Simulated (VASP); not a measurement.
Input of a VASP 6.6.1 run:

The input INCAR:

```
  PREC = Accurate
  ENCUT = 520
  EDIFF = 1E-6
  ISMEAR = -1
  SIGMA = 0.05
  LREAL = F
  LASPH = T
  NELM = 80
  ALGO = Normal
  ISIF = 2
  LWAVE = F
  LCHARG = T
  GGA = RP
  IVDW = 12
  LELF = T
  LVHAR = T
  NBANDS = 36
```

The input KPOINTS:

```
Automatic mesh
0
Gamma
  10 10 2
```

File POSCAR:

```
SiC
1.0
    3.1557016854      0.0000000000      0.0000000000
   -1.5778508427      2.7329178263      0.0000000000
    0.0000000000      0.0000000000     15.4675265161
Si C
6 6
Direct
    0.6666666667      0.3333333333      0.4583000000
    0.3333333333      0.6666666667      0.9583000000
    0.6666666667      0.3333333333      0.7917000000
    0.3333333333      0.6666666667      0.2917000000
    0.0000000000      0.0000000000      0.6250000000
    0.0000000000      0.0000000000      0.1250000000
    0.6666666667      0.3333333333      0.3333000000
    0.3333333333      0.6666666667      0.8333000000
    0.6666666667      0.3333333333      0.6667000000
    0.3333333333      0.6666666667      0.1667000000
    0.0000000000      0.0000000000      0.5000000000
    0.0000000000      0.0000000000      0.0000000000
```

Potentials or basis: VASP PAW PBE potentials, release 64 (Si, C).

The run is started by

```console
$ cat potpaw_PBE.64/Si/POTCAR potpaw_PBE.64/C/POTCAR > POTCAR
$ mpirun -np 1 vasp_std > vasp.out
```

**Question.** What does it give for the largest force?

**Answer.** 0.132 eV/Å.

**Question.** Predict the pressure.

**Answer.** -27.4 GPa.

**Question.** Predict the band gap on the k mesh.

**Answer.** 2.05 eV (least direct gap 3.12 eV).

Stress tensor (GPa, compression positive):
```
-27.57   0.00   0.00
  0.00 -27.57   0.00
  0.00   0.00 -26.97
```

Caveat: the cell stands under tension; the dispersion term is far too large for a dense solid, which distorts pressure and volume; the PAW data sets were made with another functional, which shifts forces and pressure a little. A k mesh can miss the band edges.
